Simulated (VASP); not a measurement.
# Sn24O47 (a cell with a defect) in VASP: a series of runs, part 2 of 2

VASP 6.6.1. The steps go on from the part before.

## 3. Single point, PBEsol

Contents of INCAR:

```
PREC = Accurate
ENCUT = 520
EDIFF = 1E-6
ISMEAR = -1
SIGMA = 0.05
LREAL = Auto
LASPH = T
NELM = 120
ALGO = Normal
ISIF = 2
LWAVE = F
LCHARG = T
GGA = PS
LELF = T
LVHAR = T
NBANDS = 350
ISYM = -1
GGA_COMPAT = F
```

Contents of KPOINTS:

```
explicit points
1
Reciprocal
  0.25000000   0.25000000   0.25000000 1
```

Contents of POSCAR:

```
Sn24O47
1.0
    9.5380920000      0.0000000000      0.0000000000
    0.0000000000      9.5380920000      0.0000000000
    0.0000000000      0.0000000000      9.6363030000
Sn O
24 47
Direct
    0.9999240000      0.0002660000      0.9999780000
    0.0003140000      0.9997280000      0.3328640000
    0.0004040000      0.9999170000      0.6670910000
    0.0011260000      0.4994030000      0.9999420000
    0.0003450000      0.5012540000      0.3332990000
    0.0002960000      0.5011120000      0.6666990000
    0.5007530000      0.9990370000      0.0000020000
    0.4990580000      0.9998460000      0.3332560000
    0.4988980000      0.9998480000      0.6666450000
    0.4990890000      0.5011070000      0.0000260000
    0.5021940000      0.4977320000      0.3349460000
    0.5023060000      0.4981130000      0.6651780000
    0.2501300000      0.2495000000      0.1665910000
    0.2478920000      0.2484220000      0.5000620000
    0.2505060000      0.2497070000      0.8336760000
    0.2508940000      0.7493700000      0.1667040000
    0.2492120000      0.7509390000      0.5000020000
    0.2507380000      0.7493320000      0.8333030000
    0.7499380000      0.2504050000      0.1659260000
    0.7506190000      0.2495570000      0.4999550000
    0.7497270000      0.2502490000      0.8340040000
    0.7504860000      0.7496750000      0.1662880000
    0.7517860000      0.7522930000      0.4998930000
    0.7506720000      0.7500430000      0.8333770000
    0.1526580000      0.1532960000      0.9999400000
    0.1522660000      0.1525790000      0.3330020000
    0.1523460000      0.1527790000      0.6671950000
    0.1552890000      0.6514260000      0.0000540000
    0.1530040000      0.6536320000      0.3330130000
    0.1532490000      0.6533230000      0.6668220000
    0.6535970000      0.1521100000      0.0000210000
    0.6494330000      0.1569430000      0.3336770000
    0.6486700000      0.1576350000      0.6658370000
    0.6525010000      0.6541050000      0.9996120000
    0.6564350000      0.6512470000      0.3347830000
    0.6562770000      0.6519030000      0.6650330000
    0.3461040000      0.3476770000      0.0003480000
    0.3482250000      0.3438690000      0.3348740000
    0.3491640000      0.3435690000      0.6651840000
    0.3487730000      0.8448430000      0.9999590000
    0.3468920000      0.8468300000      0.3332200000
    0.3466040000      0.8470900000      0.6669700000
    0.8480900000      0.3465360000      0.9998900000
    0.8425950000      0.3514830000      0.3340750000
    0.8432110000      0.3507330000      0.6662450000
    0.8469420000      0.8474770000      0.0000390000
    0.8474310000      0.8478260000      0.3327650000
    0.8476170000      0.8478630000      0.6669720000
    0.0965530000      0.4023280000      0.1676430000
    0.0958230000      0.4025020000      0.5000300000
    0.0973580000      0.4029210000      0.8323880000
    0.0973150000      0.9029370000      0.1661170000
    0.0964360000      0.9037490000      0.5000200000
    0.0972390000      0.9029030000      0.8338370000
    0.5979400000      0.4032860000      0.1650300000
    0.5968780000      0.4023280000      0.8349440000
    0.5972870000      0.9028700000      0.1675660000
    0.5976790000      0.9043520000      0.4999550000
    0.5978810000      0.9036440000      0.8323020000
    0.4029690000      0.0962740000      0.1660220000
    0.4019150000      0.0958370000      0.4999190000
    0.4030810000      0.0962500000      0.8340940000
    0.4045290000      0.5957560000      0.1693980000
    0.4030050000      0.5969740000      0.5000450000
    0.4043980000      0.5957560000      0.8306790000
    0.9028520000      0.0974240000      0.1673270000
    0.9024970000      0.0976370000      0.4999640000
    0.9027210000      0.0973210000      0.8326180000
    0.9038650000      0.5970550000      0.1658540000
    0.9042870000      0.5982400000      0.5000170000
    0.9038690000      0.5971940000      0.8339330000
```

Potentials or basis: VASP PAW PBE potentials, release 64 (Sn_d, O).

Launch:

```
$ cat potpaw_PBE.64/Sn_d/POTCAR potpaw_PBE.64/O/POTCAR > POTCAR
$ mpirun -np 1 vasp_std > vasp.out
```

OUTCAR:

```text
PREC = Accurate
   ENCUT = 520
   EDIFF = 1E-6
   ISMEAR = -1
   LREAL = Auto
   LASPH = T
   NELM = 120
   ISIF = 2
   GGA = PS
   ISYM = -1

 ion  position               nearest neighbor table
   1  1.000  0.000  1.000-  25 2.06  46 2.06  54 2.07  52 2.07  66 2.08  68 2.08   2 3.21   3 3.21
                            13 3.73  24 3.73  19 3.73  21 3.73  15 3.73  22 3.73  18 3.75  16 3.75
   2  0.000  1.000  0.333-  47 2.06  26 2.06  53 2.07  66 2.07  52 2.07  67 2.08   1 3.21   3 3.22
                            23 3.71  14 3.71  17 3.72  13 3.73  20 3.73  22 3.73  16 3.74  19 3.74
   3  0.000  1.000  0.667-  27 2.06  48 2.06  53 2.07  68 2.07  54 2.07  67 2.08   1 3.21   2 3.22
                            14 3.71  23 3.71  17 3.72  24 3.73  20 3.73  15 3.73  18 3.74  21 3.74
   4  0.001  0.499  1.000-  43 2.06  28 2.07  69 2.07  71 2.07  51 2.07  49 2.07   6 3.21   5 3.21
                            15 3.73  13 3.73  18 3.73  19 3.73  16 3.73  21 3.74  22 3.74  24 3.74
   5  0.000  0.501  0.333-  29 2.06  70 2.07  49 2.07  69 2.07  50 2.07  44 2.07   4 3.21   6 3.21
                            22 3.73  17 3.73  16 3.73  23 3.73  14 3.74  20 3.74  13 3.74  19 3.75
   6  0.000  0.501  0.667-  30 2.06  70 2.07  71 2.07  51 2.07  50 2.07  45 2.07   4 3.21   5 3.21
                            24 3.73  18 3.73  17 3.73  23 3.73  14 3.74  20 3.74  15 3.75  21 3.75
   7  0.501  0.999  0.000-  31 2.06  40 2.07  62 2.07  60 2.07  57 2.07  59 2.07   8 3.21   9 3.21
                            22 3.73  24 3.73  16 3.73  21 3.73  18 3.73  19 3.74  15 3.74  13 3.74
   8  0.499  1.000  0.333-  41 2.06  61 2.07  57 2.07  60 2.07  58 2.07  32 2.07   7 3.21   9 3.21
                            16 3.73  13 3.73  17 3.73  14 3.73  23 3.74  20 3.74  22 3.75  19 3.75
   9  0.499  1.000  0.667-  42 2.06  61 2.07  59 2.07  62 2.07  58 2.07  33 2.08   7 3.21   8 3.21
                            15 3.73  17 3.73  18 3.73  14 3.73  23 3.74  20 3.74  24 3.75  21 3.75
  10  0.499  0.501  0.000-  34 2.07  37 2.07  55 2.07  56 2.07  63 2.07  65 2.07  12 3.23  11 3.23
                            16 3.71  18 3.71  22 3.73  15 3.73  13 3.74  24 3.74  19 3.74  21 3.74
  11  0.502  0.498  0.335-  63 2.07  35 2.08  38 2.08  64 2.08  55 2.08  12 3.18  10 3.23  20 3.71
                            19 3.72  13 3.74  22 3.74  14 3.75  23 3.75
  12  0.502  0.498  0.665-  65 2.07  39 2.08  36 2.08  64 2.08  56 2.08  11 3.18  10 3.23  20 3.71
                            21 3.72  24 3.74  15 3.74  23 3.75  14 3.75  18 3.76
  13  0.250  0.249  0.167-  60 2.06  49 2.07  37 2.07  25 2.07  26 2.07  38 2.08  15 3.21  14 3.21
                             8 3.73   4 3.73   2 3.73   1 3.73  10 3.74   7 3.74  11 3.74   5 3.74
  14  0.248  0.248  0.500-  27 2.06  26 2.06  50 2.06  61 2.07  38 2.07  39 2.07  13 3.21  15 3.21
[... 304 lines left out ...]
  ext. energy  EPLUGINS =         0.00000000
  ---------------------------------------------------
  free energy    TOTEN  =      -466.91800750 eV

  energy without entropy =     -466.91800459  energy(sigma->0) =     -466.91800605

 E-fermi :   7.4071     XC(G=0): -11.3785

 val. band max:        6.7153976421   @ k =   0.2500   0.2500   0.2500
 cond. band min:       8.0987219165   @ k =   0.2500   0.2500   0.2500
 fundamental gap:      1.3833242744
 Fermi energy:         7.4070600300

 k-point     1 :       0.2500    0.2500    0.2500
  band No.  band energies     occupation
      1     -15.1901      2.00000
      2     -15.1500      2.00000
      3     -15.1412      2.00000
      4     -15.1269      2.00000
      5     -15.0896      2.00000
      6     -15.0775      2.00000
[... 313 lines left out ...]
    320      10.6301      0.00000
    321      10.6579      0.00000
 [bands above 321 left out]

------------------------ aborting loop because EDIFF is reached ----------------------------------------

  FORCE on cell =-STRESS in cart. coord.  units (eV):
  Direction    XX          YY          ZZ          XY          YZ          ZX
  --------------------------------------------------------------------------------------
  -------------------------------------------------------------------------------------
  Total        5.9688369      5.9963424      7.5052274      3.0119609      0.1301347      0.0913023
  in kB       10.9085451     10.9588138     13.7164264      5.5046088      0.2378319      0.1668625
  external PRESSURE =      11.8612617 kB  Pullay stress =       0.0000000 kB

 VOLUME and BASIS-vectors are now :
 -----------------------------------------------------------------------------
  energy-cutoff  :      520.00
  volume of cell :      876.66
      direct lattice vectors                 reciprocal lattice vectors
     9.538092000  0.000000000  0.000000000     0.104842771  0.000000000  0.000000000
     0.000000000  9.538092000  0.000000000     0.000000000  0.104842771  0.000000000
     0.000000000  0.000000000  9.636303000     0.000000000  0.000000000  0.103774238

 POSITION                                       TOTAL-FORCE (eV/Angst)
 -----------------------------------------------------------------------------------
      9.53737      0.00254      9.63609         0.002702     -0.002326      0.001583
      0.00299      9.53550      3.20758         0.001761     -0.002764      0.009732
      0.00385      9.53730      6.42829         0.001503     -0.005242     -0.011041
      0.01074      4.76335      9.63574        -0.000501      0.007585      0.000981
      0.00329      4.78101      3.21177        -0.003049      0.003047      0.003159
      0.00282      4.77965      6.42451        -0.004106     -0.003726     -0.001001
[... 63 lines left out ...]
      8.62517      5.70607      4.81832        -0.013186      0.008944     -0.003234
      8.62119      5.69609      8.03603        -0.010481      0.004562     -0.003227
 -----------------------------------------------------------------------------------
    total drift:                               -0.031675      0.024777     -0.002634

  FREE ENERGIE OF THE ION-ELECTRON SYSTEM (eV)
  ---------------------------------------------------
  free  energy   TOTEN  =      -466.9180075035 eV

  energy  without entropy=     -466.9180045890  energy(sigma->0) =     -466.91800605
```

stdout:

```text
POSCAR found type information on POSCAR SnO
 POSCAR found :  2 types and      71 ions
 scaLAPACK will be used
 -----------------------------------------------------------------------------
|                                                                             |
|                                                                             |
|     You enforced a specific xc type in the INCAR file but a different       |
|     I HOPE YOU KNOW WHAT YOU ARE DOING!                                     |
|                                                                             |
 -----------------------------------------------------------------------------

 LDA part: xc-table for (Slater+PW92), standard interpolation
 POSCAR, INCAR and KPOINTS ok, starting setup
 FFT: planning ... GRIDC
 FFT: planning ... GRID_SOFT
 FFT: planning ... GRID
 WAVECAR not read
 entering main loop
```

Run time: 8.2 min. Hardware: 1 thread of Intel Xeon Platinum 8488C (Sapphire Rapids), shared host; peak memory 0.83 GiB.

Results:

```
Free energy            : -466.9180 eV
Pressure               : 1.2 GPa
Largest force          : 0.080 eV/Å
Band gap on the k mesh : 1.38 eV
```

Forces on the atoms (eV/Å):
```
Sn   0.003 -0.002  0.002
Sn   0.002 -0.003  0.010
Sn   0.002 -0.005 -0.011
Sn  -0.001  0.008  0.001
Sn  -0.003  0.003  0.003
Sn  -0.004 -0.004 -0.001
Sn  -0.003  0.006  0.002
Sn   0.009  0.002  0.002
Sn   0.005  0.000 -0.003
Sn  -0.001  0.004  0.001
Sn   0.046 -0.043  0.041
Sn   0.046 -0.044 -0.049
Sn   0.000  0.010  0.009
Sn  -0.006 -0.016 -0.001
Sn  -0.001  0.007 -0.008
Sn   0.002  0.002  0.004
Sn   0.014 -0.012  0.002
Sn  -0.001  0.000 -0.005
Sn   0.003 -0.001  0.005
Sn  -0.040  0.036 -0.001
Sn   0.000 -0.002 -0.005
Sn  -0.011  0.003  0.010
Sn   0.005  0.007  0.005
Sn  -0.014 -0.001 -0.011
O   -0.008 -0.007 -0.001
O   -0.009 -0.009 -0.001
O   -0.008 -0.009  0.001
O   -0.011 -0.013 -0.001
O   -0.014 -0.013  0.003
O   -0.011 -0.009 -0.003
O   -0.009 -0.011  0.000
O   -0.015 -0.004  0.004
O   -0.017 -0.009  0.002
O   -0.008 -0.012  0.003
O   -0.008 -0.010 -0.003
O   -0.008 -0.003  0.006
O    0.010  0.007 -0.003
O    0.007  0.011 -0.002
O    0.002  0.008  0.005
O    0.011  0.010 -0.001
O    0.009  0.014 -0.002
O    0.010  0.014 -0.002
O    0.010  0.008  0.002
O    0.007  0.015  0.000
O    0.006  0.017 -0.003
O    0.005  0.009 -0.002
O    0.009  0.009 -0.001
O    0.010  0.010  0.001
O    0.012 -0.012 -0.006
O    0.009 -0.011 -0.001
O    0.007 -0.013  0.008
O    0.008 -0.008  0.004
O    0.021 -0.022 -0.003
O    0.006 -0.006 -0.004
O    0.012 -0.011  0.007
O    0.015 -0.014 -0.008
O    0.013 -0.009 -0.010
O    0.012 -0.008  0.001
O    0.013 -0.010  0.005
O   -0.008  0.013  0.005
O   -0.014  0.018  0.002
O   -0.008  0.014 -0.005
O   -0.015  0.014 -0.004
O   -0.019  0.021 -0.003
O   -0.014  0.011  0.006
O   -0.016  0.014 -0.009
O   -0.006  0.007  0.001
O   -0.015  0.016  0.012
O   -0.011  0.005  0.007
O   -0.013  0.009 -0.003
O   -0.010  0.005 -0.003
```

Caveat: the PAW data sets were made with another functional, which shifts forces and pressure a little; spin-orbit coupling is left out, which moves the levels of the heavy elements.
